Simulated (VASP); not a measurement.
Input of a VASP 6.6.1 run:

The input INCAR:

```
SYSTEM = LiHPd
PREC     = Accurate       ! precision mode
ENCUT    = 520            ! plane-wave cutoff, eV
EDIFF    = 1E-6           ! SCF threshold, eV
ISMEAR   = -1             ! smearing method
SIGMA    = 0.1            ! smearing width, eV
LREAL    = .False.        ! projectors in reciprocal space
LASPH    = .True.         ! aspherical terms in the spheres
NELM     = 100            ! most SCF steps
ALGO     = Normal         ! electronic algorithm
ISIF     = 2              ! what is computed and relaxed
LWAVE    = .False.        ! write WAVECAR
LCHARG   = .False.        ! write CHGCAR
GGA      = CA             ! functional
NBANDS   = 14             ! bands
```

Contents of KPOINTS:

```
regular mesh
0
Gamma
  10 10 7
  0 0 0
```

The input POSCAR:

```
LiHPd
1.0
    2.7794667000      0.0000000000      0.0000000000
    0.0000000000      2.7794667000      0.0000000000
    0.0000000000      0.0000000000      3.9043154300
Li H Pd
1 1 1
Direct
    0.5000000000      0.5000000000      0.5000000013
    0.5000000000      0.5000000000      0.0000000000
    0.0000000000      0.0000000000      0.0000000000
```

Potentials or basis: VASP PAW LDA potentials, release 64 (Li_sv, H, Pd).

Command:

```bash
$ cat potpaw_LDA.64/Li_sv/POTCAR potpaw_LDA.64/H/POTCAR potpaw_LDA.64/Pd/POTCAR > POTCAR
$ mpirun -np 1 vasp_std > vasp.out
```

**Question.** What does it give for the band gap on the k mesh?

**Answer.** Zero (band 7 reaches 10.20 eV, above the bottom of band 8 at 4.58 eV).
